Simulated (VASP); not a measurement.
# Pt in VASP: single point with PBE

Aim: the single point of Pt with PBE.

Program: VASP 6.6.1. These are calculated values, not measurements. Logs are shortened: lines on timing, memory, paths and dates and some standing lists are left out, and cuts for length are marked.

**1. The cell of the first run**

The typed cell holds 1 atom: a = 2.855 Å, b = 2.855 Å, c = 2.787 Å, α = 90.00°, β = 59.19°, γ = 120.00°.

**2. Single point, PBE**

INCAR

```
PREC     = Accurate       # precision mode
ENCUT    = 520            # plane-wave cutoff, eV
EDIFF    = 1E-6           # SCF threshold, eV
ISMEAR   = 0              # smearing method
SIGMA    = 0.1            # smearing width, eV
LREAL    = False          # projectors in reciprocal space
LASPH    = True           # aspherical terms in the spheres
NELM     = 80             # most SCF steps
ALGO     = Fast           # electronic algorithm
ISIF     = 2              # what is computed and relaxed
LWAVE    = False          # write WAVECAR
LCHARG   = False          # write CHGCAR
GGA      = PE             # functional
NBANDS   = 11             # bands
```

KPOINTS

```
Automatic mesh
0
Gamma
  12 12 15
```

POSCAR

```
Pt
1.0
    2.8545944761     -0.0000000030      0.0001733079
   -1.4272972407      2.4721513384      0.0000000000
    1.4274336351      0.8241291934      2.2478801087
Pt
1
Direct
    0.0000000000      0.0000000000      0.0000000000
```

Potentials or basis: VASP PAW PBE potentials, release 64 (Pt).

The run is started by

```sh
$ cat potpaw_PBE.64/Pt/POTCAR > POTCAR
$ mpirun -np 1 vasp_std > vasp.out
```

OUTCAR:

```text
PREC = Accurate
   ENCUT = 520
   EDIFF = 1E-6
   ISMEAR = 0
   LREAL = False
   LASPH = True
   NELM = 80
   ISIF = 2
   GGA = PE

 ion  position               nearest neighbor table
   1  0.000  0.000  0.000-

  LATTYP: Found a base centered monoclinic cell.
 ALAT       =     4.7878953405
 B/A-ratio  =     0.5962107102
 C/A-ratio  =     0.5821810365
 COS(beta)  =    -0.5536668679

  Lattice vectors:

 A1 = (   1.4271608410,  -0.8241291964,  -2.2477068008)
 A2 = (  -0.0001363997,   1.6480221420,  -2.2477068008)
 A3 = (   1.4274336351,   0.8241291934,   2.2478801087)

Analysis of symmetry for initial positions (statically):
=====================================================================
 Subroutine PRICEL returns:
 Original cell was already a primitive cell.

 Routine SETGRP: Setting up the symmetry group for a
 base centered monoclinic supercell.

 Subroutine GETGRP returns: Found  4 space group operations
 (whereof  4 operations were pure point group operations)
 out of a pool of  4 trial point group operations.

The static configuration has the point symmetry C_2h.

Analysis of symmetry for dynamics (positions and initial velocities):
=====================================================================
 Subroutine PRICEL returns:
 Original cell was already a primitive cell.

 Routine SETGRP: Setting up the symmetry group for a
 base centered monoclinic supercell.

 Subroutine GETGRP returns: Found  4 space group operations
 (whereof  4 operations were pure point group operations)
 out of a pool of  4 trial point group operations.

The dynamic configuration has the point symmetry C_2h.

 Subroutine INISYM returns: Found  4 space group operations
 (whereof  4 operations are pure point group operations),
 and found     1 'primitive' translations

----------------------------------------------------------------------------------------

                                     Primitive cell

  volume of cell :      15.8625

  direct lattice vectors                    reciprocal lattice vectors
     2.854594476 -0.000000003  0.000173308     0.350330464  0.202263388 -0.296619311
    -1.427297241  2.472151338  0.000000000     0.000009005  0.404511179 -0.148309656
     1.427433635  0.824129193  2.247880109    -0.000027010 -0.000015594  0.444886452

  length of vectors
     2.854594481  2.854594481  2.787421872     0.501622296  0.430842254  0.444886453

  position of ions in fractional coordinates (direct lattice)
     0.000000000  0.000000000  0.000000000

  ion indices of the primitive-cell ions
   primitive index   ion index
                 1           1

----------------------------------------------------------------------------------------

 KPOINTS: Automatic mesh

Automatic generation of k-mesh.
 Grid dimensions read from file:
 generate k-points for:   12   12   15

 Generating k-lattice:

  Cartesian coordinates                     Fractional coordinates (reciprocal lattice)
     0.029194205  0.016855282 -0.024718276     0.083333333  0.000000000  0.000000000
     0.000000750  0.033709265 -0.012359138     0.000000000  0.083333333 -0.000000000
    -0.000001801 -0.000001040  0.029659097     0.000000000  0.000000000  0.066666667

  Length of vectors
     0.041801858  0.035903521  0.029659097

  Shift w.r.t. Gamma in fractional coordinates (k-lattice)
     0.000000000  0.000000000  0.000000000

 Subroutine IBZKPT returns following result:
 ===========================================

 Found    589 irreducible k-points:

 Following reciprocal coordinates:
            Coordinates               Weight
  0.000000  0.000000  0.000000      1.000000
  0.083333  0.000000 -0.000000      2.000000
  0.166667 -0.000000 -0.000000      2.000000
  0.250000  0.000000 -0.000000      2.000000
  0.333333  0.000000 -0.000000      2.000000
  0.416667 -0.000000 -0.000000      2.000000
[... 16 lines left out ...]
  0.166667  0.250000 -0.000000      4.000000
  0.250000  0.250000 -0.000000      4.000000
 [... further k-points ...]
   k-points           NKPTS =    589   k-points in BZ     NKDIM =    589   number of bands    NBANDS=     11
   number of dos      NEDOS =    301   number of ions     NIONS =      1
   total plane-waves  NPLWV =  13824
   dimension x,y,z NGX =    24 NGY =   24 NGZ =   24
   dimension x,y,z NGXF=    48 NGYF=   48 NGZF=   48
   ions per type =               1
   NGX,Y,Z   is equivalent  to a cutoff of  13.98, 13.98, 14.31 a.u.
   NGXF,Y,Z  is equivalent  to a cutoff of  27.95, 27.95, 28.63 a.u.
 SYSTEM =  unknown system
   PREC   = accura    normal or accurate (medium, high low for compatibility)
   ISTART =      0    job   : 0-new  1-cont  2-samecut
   ICHARG =      2    charge: 1-file 2-atom 10-const
   ISPIN  =      1    spin polarized calculation?
   LNONCOLLINEAR =      F non collinear calculations
   LSORBIT =      F    spin-orbit coupling
   LASPH  =      T    aspherical Exc in radial PAW
   ENCUT  =  520.0 eV  38.22 Ry    6.18 a.u.   5.31  5.31  5.18*2*pi/ulx,y,z
   NELM   =     80;   NELMIN=  2; NELMDL= -5     # of ELM steps
   EDIFF  = 0.1E-05   stopping-criterion for ELM
   LREAL  =      F    real-space projection
   EDIFFG = 0.1E-04   stopping-criterion for IOM
   NSW    =      0    number of steps for IOM
   IBRION =     -1    ionic relax: 0-MD 1-quasi-New 2-CG
   NFREE  =      0    steps in history (QN), initial steepest desc. (CG)
   ISIF   =      2    stress and relaxation
   ISYM   =      2    0-nonsym 1-usesym 2-fastsym
   POTIM  = 0.5000    time-step for ionic-motion
   TEBEG  =    0.0;   TEEND  =   0.0 temperature during run
   PSTRESS=    0.0 pullay stress
   NELECT =      10.0000    total number of electrons
   NUPDOWN=      -1.0000    fix difference up-down
   EMIN   =  10.00;   EMAX   =-10.00  energy-range for DOS
   EFERMI =   0.00;   METHOD = LEGACY
   ISMEAR =     0;   SIGMA  =   0.10  broadening in eV -4-tet -1-fermi 0-gaus
   EFERMI_NEDOS =   21; number of points for ismear=-14 and -15
   IALGO  =     68    algorithm
   IMIX   =      4    mixing-type and parameters
     AMIX     =   0.40;   BMIX     =  1.00
     AMIX_MAG =   1.60;   BMIX_MAG =  1.00
  volume/ion in A,a.u.               =      15.86       107.05
  Fermi-wavevector in a.u.,A,eV,Ry     =   1.403734  2.652672 26.809850  1.970468
  Thomas-Fermi vector in A             =   2.526366
   LORBIT       =      0    0 simple, 1 ext, 2 COOP (PROOUT), +10 PAW based schemes
   GGA     = PE    functional components
   LHFCALC =     F    Hartree Fock is set to
   AEXX    =    0.0000 exact exchange contribution
   IVDW    =     0    specifies the selected vdW correction
   LEPSILON=     F    determine dielectric tensor
   LRPA    =     F    only Hartree local field effects (RPA)
 non-spin polarized calculation
 RMM-DIIS sequential band-by-band and
 Gauss-broadening in eV      SIGMA  =   0.10
  energy-cutoff  :      520.00
  volume of cell :       15.86
 maximum number of plane-waves:       439
 NGX is ok and might be reduce to    24
   NGX = 11   NGY = 11   NGZ = 11

 number of electron      10.0000000 magnetization

 Free energy of the ion-electron system (eV)
  ---------------------------------------------------
  ext. energy  EPLUGINS =         0.00000000
  ---------------------------------------------------
  free energy    TOTEN  =        -6.09528260 eV

  energy without entropy =       -6.08589859  energy(sigma->0) =       -6.09059059

 E-fermi :  10.3231     XC(G=0): -13.1862

 val. band max:       10.3217868376   @ k =   0.5000   0.0000   0.2667
 cond. band min:      10.3284415705   @ k =  -0.0833   0.2500   0.4667
 fundamental gap:      0.0066547329
 Fermi energy:        10.3230997401

 k-point     1 :       0.0000    0.0000    0.0000
  band No.  band energies     occupation
      1       0.6590      2.00000
      2       6.6745      2.00000
      3       6.6760      2.00000
      4       7.1084      2.00000
      5       8.8391      2.00000
      6       8.8398      2.00000
      7      25.0624      0.00000
      8      29.3953      0.00000
      9      29.3963      0.00000
     10      30.5783      0.00000
     11      34.9326      0.00000

 k-point     2 :       0.0833    0.0000   -0.0000
  band No.  band energies     occupation
      1       1.0127      2.00000
      2       6.5447      2.00000
      3       6.8601      2.00000
      4       7.1912      2.00000
      5       8.5950      2.00000
      6       8.9276      2.00000
      7      25.5912      0.00000
      8      28.7635      0.00000
      9      29.3794      0.00000
     10      30.3113      0.00000
     11      36.9686      0.00000

 k-point     3 :       0.1667   -0.0000   -0.0000
  band No.  band energies     occupation
      1       2.0069      2.00000
      2       6.0362      2.00000
      3       7.4054      2.00000
      4       7.6280      2.00000
      5       8.0244      2.00000
      6       9.1742      2.00000
      7      27.0070      0.00000
      8      27.9106      0.00000
      9      28.7193      0.00000
     10      29.5968      0.00000
     11      35.3203      0.00000

 k-point     4 :       0.2500    0.0000   -0.0000
  band No.  band energies     occupation
      1       3.3128      2.00000
      2       5.3705      2.00000
      3       7.5552      2.00000
      4       8.2664      2.00000
      5       8.4599      2.00000
      6       9.5285      2.00000
      7      26.6276      0.00000
      8      27.3289      0.00000
      9      27.6127      0.00000
     10      28.9893      0.00000
     11      30.5429      0.00000

 k-point     5 :       0.3333    0.0000   -0.0000
  band No.  band energies     occupation
      1       4.0008      2.00000
      2       4.7691      2.00000
      3       8.4036      2.00000
      4       9.3297      2.00000
      5       9.4325      2.00000
      6       9.9085      2.00000
      7      24.0309      0.00000
      8      24.6079      0.00000
      9      25.1190      0.00000
     10      28.7836      0.00000
     11      31.0253      0.00000
[... 211 lines left out ...]
 k-point    21 :       0.0000    0.2500   -0.0000
  band No.  band energies     occupation
      1       2.5829      2.00000
      2       6.4765      2.00000
      3       6.9127      2.00000
      4       7.4257      2.00000
      5       9.0069      2.00000
      6       9.0621      2.00000
      7      23.1015      0.00000
      8      26.5735      0.00000
      9      32.1526      0.00000
     10      32.8210      0.00000
     11      33.5329      0.00000

 k-point    22 :       0.0833    0.2500   -0.0000
  band No.  band energies     occupation
      1       3.3146      2.00000
      2       6.5440      2.00000
      3       6.8189      2.00000
      4       7.4701      2.00000
      5       9.3046      2.00000
      6       9.7663      2.00000
      7      21.1844      0.00000
      8      26.3697      0.00000
      9      29.9836      0.00000
     10      31.3927      0.00000
     11      34.6710      0.00000

 k-point    23 :       0.1667    0.2500   -0.0000
  band No.  band energies     occupation
      1       4.0683      2.00000
      2       6.2221      2.00000
      3       6.6375      2.00000
      4       7.8030      2.00000
      5      10.2820      1.43857
      6      10.8449      0.00000
      7      19.1826      0.00000
      8      26.1255      0.00000
      9      27.4986      0.00000
     10      29.1661      0.00000
     11      36.1542      0.00000

 k-point    24 :       0.2500    0.2500   -0.0000
  band No.  band energies     occupation
      1       4.4528      2.00000
      2       5.6127      2.00000
      3       7.0737      2.00000
      4       8.4118      2.00000
      5      10.4649      0.04490
      6      13.2095      0.00000
      7      17.2275      0.00000
      8      23.9108      0.00000
      9      25.8683      0.00000
     10      29.0326      0.00000
     11      35.8714      0.00000

 [... further k-points ...]

------------------------ aborting loop because EDIFF is reached ----------------------------------------

  FORCE on cell =-STRESS in cart. coord.  units (eV):
  Direction    XX          YY          ZZ          XY          YZ          ZX
  --------------------------------------------------------------------------------------
  -------------------------------------------------------------------------------------
  Total       -0.4845563     -0.4839424     -0.0456922     -0.0005316     -0.0001211     -0.0002098
  in kB      -48.9423145    -48.8803096     -4.6151177     -0.0536978     -0.0122329     -0.0211867
  external PRESSURE =     -34.1459139 kB  Pullay stress =       0.0000000 kB

 VOLUME and BASIS-vectors are now :
 -----------------------------------------------------------------------------
  energy-cutoff  :      520.00
  volume of cell :       15.86
      direct lattice vectors                 reciprocal lattice vectors
     2.854594476 -0.000000003  0.000173308     0.350330464  0.202263388 -0.296619311
    -1.427297241  2.472151338  0.000000000     0.000009005  0.404511179 -0.148309656
     1.427433635  0.824129193  2.247880109    -0.000027010 -0.000015594  0.444886452

 POSITION                                       TOTAL-FORCE (eV/Angst)
 -----------------------------------------------------------------------------------
      0.00000      0.00000      0.00000         0.000000      0.000000      0.000000
 -----------------------------------------------------------------------------------
    total drift:                                0.000000     -0.000000      0.000000

  FREE ENERGIE OF THE ION-ELECTRON SYSTEM (eV)
  ---------------------------------------------------
  free  energy   TOTEN  =        -6.0952825960 eV

  energy  without entropy=       -6.0858985875  energy(sigma->0) =       -6.09059059
```

Wall time 62 s (1 thread of Intel Xeon Platinum 8259CL at 2.50GHz (Skylake/Cascade Lake), shared host); peak memory 0.23 GiB.

What came out:

* Free energy: -6.0953 eV
* Pressure: -3.4 GPa
* Band gap on the k mesh: zero (bands 5 and 6 overlap by 2.17 eV)

Caveat: the cell stands under tension; spin-orbit coupling is left out, which moves the levels of the heavy elements.
